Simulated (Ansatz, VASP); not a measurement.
**AlGaN in VASP and in Ansatz**

File INCAR:

```
SYSTEM = AlGaN
ALGO = Normal
EDIFF = 1E-6
ENCUT = 520
GGA = PE
ISIF = 2
ISMEAR = 0
ISPIN = 2
LASPH = .TRUE.
LCHARG = .FALSE.
LORBIT = 11
LREAL = .FALSE.
LWAVE = .FALSE.
MAGMOM = 0 0 1
NBANDS = 22
NELM = 150
PREC = Accurate
SIGMA = 0.1
```

File KPOINTS:

```
k-points
0
G
  6 6 4
  0 0 0
```

POSCAR

```
AlGaN
1.0
    3.4463603300      0.0000000000      0.0000000000
    0.0000000000      3.4463603300      0.0000000000
    0.0000000000      0.0000000000      3.8449207000
Al Ga N
1 1 1
Direct
    0.0000000000      0.0000000000      0.0000000000
    0.5000000000      0.5000000000      0.0000000000
    0.0000000000      0.0000000000      0.5000000000
```

Input for Ansatz:

```yaml
crystal:
  lattice:
    - [3.44636033, 0.0, 0.0]
    - [0.0, 3.44636033, 0.0]
    - [0.0, 0.0, 3.8449207]
  atoms:
    - { symbol: Al, position: [0.0, 0.0, 0.0] }
    - { symbol: Ga, position: [0.5, 0.5, 0.0] }
    - { symbol: "N", position: [0.0, 0.0, 0.5], spin: 1.0 }
basis:
  ecutwfc: 420
kpoints:
  mp_grid: { grid: [6, 6, 4] }
hamiltonian:
  xc: pbe
scf:
  occupations: { method: gaussian, width: 0.1 }
  lower_state_search: "off"
output:
  forces: true
  stress: true
  eigenvalues: true
  populations: true
magnetization:
  spin_polarized: true
```

Alike in both runs: task single point; functional PBE; k mesh 6 × 6 × 4; occupations gaussian, width 0.1 eV; collinear spin.

```csv
,VASP,Ansatz
version,VASP 6.6.1,Ansatz 0.2.0
potentials or method,"VASP PAW PBE potentials, release 64 (Al, Ga_d, N), cutoff 520 eV","scalar-relativistic, plane waves, PAW"
valence electrons in the cell,21,21
```

|  | VASP | Ansatz | Ansatz less VASP |
| --- | --- | --- | --- |
| gap on the k mesh at the Fermi level (eV) | none | none | - |
| pressure (GPa) | 4.1 | 4.1 | 0.00 |
| traceless stress, the component that is largest in VASP (GPa) | -32.47 | -32.44 | +0.026 |
| net moment per atom (μB) | 0.00 | 0.00 | -0.001 |

A gap of «none» marks a metal or a gap that the smearing closes. With one functional, cell and mesh, what is left measures potentials, basis and numerics. Ansatz's warnings: seeded moment not kept.

The k mesh is coarse, so the values compare programs but aren't converged.
